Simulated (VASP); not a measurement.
Input of a VASP 6.6.1 run:

INCAR

```
PREC = Accurate
ENCUT = 560
EDIFF = 1E-6
ISMEAR = -1
SIGMA = 0.1
LREAL = F
LASPH = T
NELM = 120
ALGO = Normal
ISIF = 2
LWAVE = F
LCHARG = T
GGA = B5
ALDAX = 1.0
AGGAX = 1.0
AGGAC = 1.0
ALDAC = 0.0
LELF = T
LVHAR = T
NBANDS = 14
GGA_COMPAT = F
```

KPOINTS

```
Automatic mesh
0
Gamma
  16 16 16
```

File POSCAR:

```
Os
1.0
    0.0000000000      1.8751450200      1.8751450200
    1.8751450200      0.0000000000      1.8751450200
    1.8751450200      1.8751450200      0.0000000000
Os
1
Direct
    0.0000000000      0.0000000000      0.0000000000
```

Potentials or basis: VASP PAW PBE potentials, release 64 (Os_sv_GW).

Launch:

```bash
$ cat potpaw_PBE.64/Os_sv_GW/POTCAR > POTCAR
$ mpirun -np 1 vasp_std > vasp.out
```

(1) Predict the pressure.

(2) Estimate the band gap on the k mesh.

Answers

(1) 59.3 GPa.

(2) zero (bands 8 and 9 overlap by 4.72 eV).

Caveat: the cell stands under pressure; the PAW data sets were made with another functional, which shifts forces and pressure a little; spin-orbit coupling is left out, which moves the levels of the heavy elements.
